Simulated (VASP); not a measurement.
# SnIrS3 (P4mm) in VASP: relaxation of cell and atoms with PBE

Aim: the relaxation of cell and atoms of SnIrS3 with PBE.

Everything below comes from runs of VASP 6.6.1. Logs are shortened: lines on timing, memory, paths and dates and some standing lists are left out, and cuts for length are marked.

**1. The cell of the first run**

Symmetry: P4mm, No. 99, tetragonal system. Conventional cell: a = 4.428 Å, b = 4.428 Å, c = 4.483 Å, α = 90.00°, β = 90.00°, γ = 90.00°. Sn (site symmetry 4mm) has 12 S at 3.10 to 3.20 Å and 8 Ir at 3.81 to 3.89 Å within 4.1 Å. Ir (site symmetry 4mm) has 6 S at 2.06 to 2.42 Å within 2.7 Å. S (site symmetry 4mm) has 2 Ir at 2.06 to 2.42 Å within 2.7 Å. S (site symmetry 2mm) has 2 Ir at 2.22 Å within 2.9 Å.

**2. Relaxation of cell and atoms, PBE, collinear spin**

Input file INCAR:

```
SYSTEM = SnIrS3
PREC = Accurate
ENCUT = 600
EDIFF = 1E-6
ISMEAR = 0
SIGMA = 0.1
LREAL = .FALSE.
LASPH = .TRUE.
NELM = 150
ALGO = Normal
ISIF = 3
LWAVE = .FALSE.
LCHARG = .FALSE.
ISPIN = 2
MAGMOM = 0 0.14 0 0 0
LORBIT = 11
LMAXMIX = 4
GGA = PE
IBRION = 2
NSW = 90
EDIFFG = -0.04
```

Input file KPOINTS:

```
regular mesh
0
G
  4 4 4
  0 0 0
```

Input file POSCAR:

```
SnIrS3
1.0
    4.4278504643      0.0000000000      0.0000000000
    0.0000000000      4.4278504643      0.0000000000
    0.0000000000      0.0000000000      4.4833373122
Sn Ir S
1 1 3
Direct
    0.0000000000      0.0000000000      0.0000000000
    0.5000000000      0.5000000000      0.5150000000
    0.5000000000      0.5000000000      0.9750000000
    0.0000000000      0.5000000000      0.4850000000
    0.5000000000      0.0000000000      0.4850000000
```

Potentials or basis: VASP PAW PBE potentials, release 64 (Sn_d, Ir, S).

Run with:

```sh
> cat potpaw_PBE.64/Sn_d/POTCAR potpaw_PBE.64/Ir/POTCAR potpaw_PBE.64/S/POTCAR > POTCAR
> mpirun -np 1 vasp_std > vasp.out
```

OUTCAR:

```text
SYSTEM = SnIrS3
   PREC = Accurate
   ENCUT = 600
   EDIFF = 1E-6
   ISMEAR = 0
   LREAL = .FALSE.
   LASPH = .TRUE.
   NELM = 150
   ISIF = 3
   ISPIN = 2
   LORBIT = 11
   GGA = PE
   IBRION = 2
   NSW = 90
   EDIFFG = -0.04

 ion  position               nearest neighbor table
   1  0.000  0.000  0.000-   4 3.10   5 3.10   4 3.10   5 3.10   3 3.13   3 3.13   3 3.13   3 3.13
                             4 3.20   5 3.20   5 3.20   4 3.20
   2  0.500  0.500  0.515-   3 2.06   4 2.22   5 2.22   5 2.22   4 2.22   3 2.42
   3  0.500  0.500  0.975-   2 2.06   2 2.42   1 3.13   1 3.13   1 3.13   1 3.13
   4  0.000  0.500  0.485-   2 2.22   2 2.22   1 3.10   1 3.10   1 3.20   1 3.20
   5  0.500  0.000  0.485-   2 2.22   2 2.22   1 3.10   1 3.10   1 3.20   1 3.20

  LATTYP: Found a simple tetragonal cell.
 ALAT       =     4.4278504643
 C/A-ratio  =     1.0125313283

  Lattice vectors:

 A1 = (   4.4278504643,   0.0000000000,   0.0000000000)
 A2 = (   0.0000000000,   4.4278504643,   0.0000000000)
 A3 = (   0.0000000000,   0.0000000000,   4.4833373122)

Analysis of symmetry for initial positions (statically):
=====================================================================
 Subroutine PRICEL returns:
 Original cell was already a primitive cell.

 Routine SETGRP: Setting up the symmetry group for a
 simple tetragonal supercell.

 Subroutine GETGRP returns: Found  8 space group operations
 (whereof  8 operations were pure point group operations)
 out of a pool of 16 trial point group operations.

The static configuration has the point symmetry C_4v.

Analysis of symmetry for dynamics (positions and initial velocities):
=====================================================================
 Subroutine PRICEL returns:
 Original cell was already a primitive cell.

 Routine SETGRP: Setting up the symmetry group for a
 simple tetragonal supercell.

 Subroutine GETGRP returns: Found  8 space group operations
 (whereof  8 operations were pure point group operations)
 out of a pool of 16 trial point group operations.

The dynamic configuration has the point symmetry C_4v.

Analysis of structural, dynamic, and magnetic symmetry:
=====================================================================
 Subroutine PRICEL returns:
 Original cell was already a primitive cell.

 Routine SETGRP: Setting up the symmetry group for a
 simple tetragonal supercell.

 Subroutine GETGRP returns: Found  8 space group operations
[... 114 lines left out ...]
   NUPDOWN=      -1.0000    fix difference up-down
   EMIN   =  10.00;   EMAX   =-10.00  energy-range for DOS
   EFERMI =   0.00;   METHOD = LEGACY
   ISMEAR =     0;   SIGMA  =   0.10  broadening in eV -4-tet -1-fermi 0-gaus
   EFERMI_NEDOS =   21; number of points for ismear=-14 and -15
   IALGO  =     38    algorithm
   IMIX   =      4    mixing-type and parameters
     AMIX     =   0.40;   BMIX     =  1.00
     AMIX_MAG =   1.60;   BMIX_MAG =  1.00
  volume/ion in A,a.u.               =      17.58       118.64
  Fermi-wavevector in a.u.,A,eV,Ry     =   1.269620  2.399234 21.931699  1.611934
  Thomas-Fermi vector in A             =   2.402651
   LORBIT       =     11    0 simple, 1 ext, 2 COOP (PROOUT), +10 PAW based schemes
   GGA     = PE    functional components
   LHFCALC =     F    Hartree Fock is set to
   AEXX    =    0.0000 exact exchange contribution
   IVDW    =     0    specifies the selected vdW correction
   LEPSILON=     F    determine dielectric tensor
   LRPA    =     F    only Hartree local field effects (RPA)
 conjugate gradient relaxation of ions
 spin polarized calculation
 Gauss-broadening in eV      SIGMA  =   0.10
  energy-cutoff  :      600.00
  volume of cell :       87.90
 maximum number of plane-waves:      2948
 NGX is ok and might be reduce to    36
   NGX = 17   NGY = 17   NGZ = 17

--------------------------------------- Ionic step        1  -------------------------------------------

 number of electron      40.9999996 magnetization       0.0009307

 number of electron      40.9999995 magnetization      -0.0045432

 Free energy of the ion-electron system (eV)
  ---------------------------------------------------
  ext. energy  EPLUGINS =         0.00000000
  ---------------------------------------------------
  free energy    TOTEN  =       -22.60868428 eV

  energy without entropy =      -22.56973987  energy(sigma->0) =      -22.58921208

------------------------ aborting loop because EDIFF is reached ----------------------------------------

  FORCE on cell =-STRESS in cart. coord.  units (eV):
  Direction    XX          YY          ZZ          XY          YZ          ZX
  --------------------------------------------------------------------------------------
  -------------------------------------------------------------------------------------
  Total       13.0824127     13.0824127     16.4995711      0.0000000      0.0000000      0.0000000
  in kB      238.4575736    238.4575736    300.7432793      0.0000000      0.0000000      0.0000000
  external PRESSURE =     259.2194755 kB  Pullay stress =       0.0000000 kB
[... 2071 lines left out ...]
     23      10.2850      0.00000
     24      10.2850      0.00000

[... ionic steps 4 to 34 ...]

--------------------------------------- Ionic step       35  -------------------------------------------

 number of electron      40.9999988 magnetization      -0.0000006

------------------------ aborting loop because EDIFF is reached ----------------------------------------
[... 77 lines left out ...]
 number of electron      40.9999987 magnetization      -0.0000021

 number of electron      40.9999987 magnetization       0.0000010

 Free energy of the ion-electron system (eV)
  ---------------------------------------------------
  ext. energy  EPLUGINS =         0.00000000
  ---------------------------------------------------
  free energy    TOTEN  =       -25.52153253 eV

  energy without entropy =      -25.50319518  energy(sigma->0) =      -25.51236386

 E-fermi :   5.2424     XC(G=0):  -9.8026

 val. band max:        5.2375092718   @ k =   0.5000   0.5000   0.5000
 cond. band min:       5.2721664539   @ k =   0.2500   0.2500   0.5000
 fundamental gap:      0.0346571821
 Fermi energy:         5.2423852241
[... 1007 lines left out ...]
  FREE ENERGIE OF THE ION-ELECTRON SYSTEM (eV)
  ---------------------------------------------------
  free  energy   TOTEN  =       -25.5215325349 eV

  energy  without entropy=      -25.5031951797  energy(sigma->0) =      -25.51236386

 reached required accuracy - stopping structural energy minimisation

 total charge

# of ion       s       p       d       tot
------------------------------------------
    1        1.344   0.672  10.003  12.019
    2        0.648   0.628   7.101   8.377
    3        1.360   2.267   0.000   3.627
    4        1.356   2.306   0.000   3.662
    5        1.356   2.306   0.000   3.662
--------------------------------------------------
tot          6.064   8.179  17.103  31.347

 magnetization (x)

# of ion       s       p       d       tot
------------------------------------------
    1        0.000  -0.000  -0.000  -0.000
    2        0.000  -0.000   0.000   0.000
    3        0.000   0.000   0.000   0.000
    4        0.000   0.000   0.000   0.000
    5        0.000   0.000   0.000   0.000
--------------------------------------------------
tot          0.000   0.000   0.000   0.000
```

OSZICAR:

```text
N       E                     dE             d eps       ncg     rms          rms(c)
DAV:   1     0.467936892836E+03    0.46794E+03   -0.20317E+04  1736   0.220E+03
DAV:   2     0.408824009439E+02   -0.42705E+03   -0.42128E+03  1744   0.593E+02
[... 401 lines left out ...]
DAV:   1    -0.255225309708E+02   -0.10927E-02   -0.86206E-02  2304   0.244E+00    0.252E-01
DAV:   2    -0.255218081938E+02    0.72278E-03   -0.50674E-03  2440   0.792E-01    0.130E-01
DAV:   3    -0.255215989228E+02    0.20927E-03   -0.99319E-04  2360   0.381E-01    0.735E-02
DAV:   4    -0.255215323038E+02    0.66619E-04   -0.31023E-04  2328   0.182E-01    0.301E-02
DAV:   5    -0.255215315695E+02    0.73429E-06   -0.32283E-05  2536   0.381E-02    0.182E-02
DAV:   6    -0.255215325349E+02   -0.96531E-06   -0.67261E-06  1760   0.166E-02
  37 F= -.25521533E+02 E0= -.25512364E+02  d E =-.937127E-04  mag=     0.0000
```

It took 16 min on 1 thread of Intel Xeon 6975P-C (Granite Rapids), shared host; peak memory 0.3 GiB.

Results:

```
Free energy                                           : -25.5215 eV
Relaxed volume                                        : 22.41 Å³/atom
Relaxed cell                                          : a = 4.421 Å, b = 4.421 Å, c = 5.733 Å, α = 90.00°, β = 90.00°, γ = 90.00°
Space group after relaxing (to 0.1 Å)                 : P4mm (No. 99)
Energy gained by relaxing                             : 582.6 meV/atom
Ionic steps                                           : 37
Pressure after relaxing                               : 0.1 GPa
Largest force after relaxing                          : 0.024 eV/Å
Net moment                                            : 0.00 μB per cell
Valence electrons inside the program's atomic spheres : Sn 12.02; Ir 8.38; S 3.63, 3.66 (each value once)
```

Forces on the atoms (eV/Å):
```
Sn   0.000  0.000  0.022
Ir   0.000  0.000  0.006
S    0.000  0.000  0.020
S    0.000  0.000 -0.024
S    0.000  0.000 -0.024
```

Step by step:
| step | energy change (eV) | largest force (eV/Å) | pressure (GPa) | volume (Å³) |
| --- | --- | --- | --- | --- |
| 1 | 0.0000 | 4.3446 | 25.92 | 87.90 |
| 2 | -0.3303 | 0.4100 | -10.89 | 129.24 |
| 3 | -1.3854 | 0.3460 | -0.45 | 105.47 |
| 4 | -1.3868 | 0.3460 | -0.10 | 105.03 |
| 5 | -1.3871 | 0.3459 | 0.21 | 104.66 |
| 6 | -1.4155 | 0.4014 | -0.17 | 105.10 |
| 7 | -1.4713 | 0.5209 | -0.87 | 106.14 |
| 8 | -1.6289 | 1.1513 | -1.21 | 107.98 |
| 9 | -2.0731 | 2.9155 | 0.28 | 110.77 |
| 10 | -2.2030 | 0.3517 | -1.17 | 113.07 |
| 11 | -2.5164 | 1.9765 | 0.27 | 112.03 |
| 12 | -2.5251 | 0.6094 | -0.19 | 112.61 |
| 13 | -2.5467 | 1.1646 | 0.14 | 112.30 |
| 14 | -2.5601 | 0.7802 | -0.20 | 112.65 |
| 15 | -2.5662 | 0.6418 | -0.56 | 113.02 |
| 16 | -2.5811 | 0.6473 | -0.47 | 112.86 |
| 17 | -2.6229 | 0.6665 | -0.20 | 112.37 |
| 18 | -2.6901 | 0.7110 | 0.49 | 111.37 |
| 19 | -2.7147 | 1.6965 | 2.51 | 109.19 |
| 20 | -2.7266 | 0.9867 | 1.60 | 110.09 |
| 21 | -2.7620 | 0.8625 | 1.06 | 110.49 |
| 22 | -2.8305 | 0.6836 | -0.41 | 111.63 |
| 23 | -2.8115 | 0.5527 | -2.57 | 113.66 |
| 24 | -2.8431 | 0.5956 | -1.39 | 112.54 |
| 25 | -2.8686 | 0.4522 | -0.82 | 111.42 |
| 26 | -2.8814 | 0.5471 | 0.08 | 109.91 |
| 27 | -2.8928 | 0.1832 | 0.40 | 109.59 |
| 28 | -2.8950 | 0.1366 | 0.62 | 109.37 |
| 29 | -2.8998 | 0.1601 | 0.07 | 110.09 |
| 30 | -2.9005 | 0.2592 | -0.24 | 110.51 |
| 31 | -2.9041 | 0.2378 | -0.07 | 110.58 |
| 32 | -2.9083 | 0.1840 | 0.36 | 110.73 |
| 33 | -2.9117 | 0.1197 | 0.08 | 111.62 |
| 34 | -2.9119 | 0.1773 | 0.00 | 111.91 |
| 35 | -2.9127 | 0.0514 | -0.16 | 112.41 |
| 36 | -2.9128 | 0.0421 | -0.12 | 112.28 |
| 37 | -2.9128 | 0.0240 | 0.11 | 112.06 |

Final structure:
```
Sn Ir S
1.0
     4.42123    0.00000    0.00000
     0.00000    4.42123    0.00000
     0.00000    0.00000    5.73257
Sn Ir S
1 1 3
Direct
  0.00000 0.00000 0.12671
  0.50000 0.50000 0.55378
  0.50000 0.50000 0.94266
  0.00000 0.50000 0.41843
  0.50000 0.00000 0.41843
```

Caveat: the volume moved by over 15 % at a fixed basis, so the end points are rough; spin-orbit coupling is left out, which moves the levels of the heavy elements.
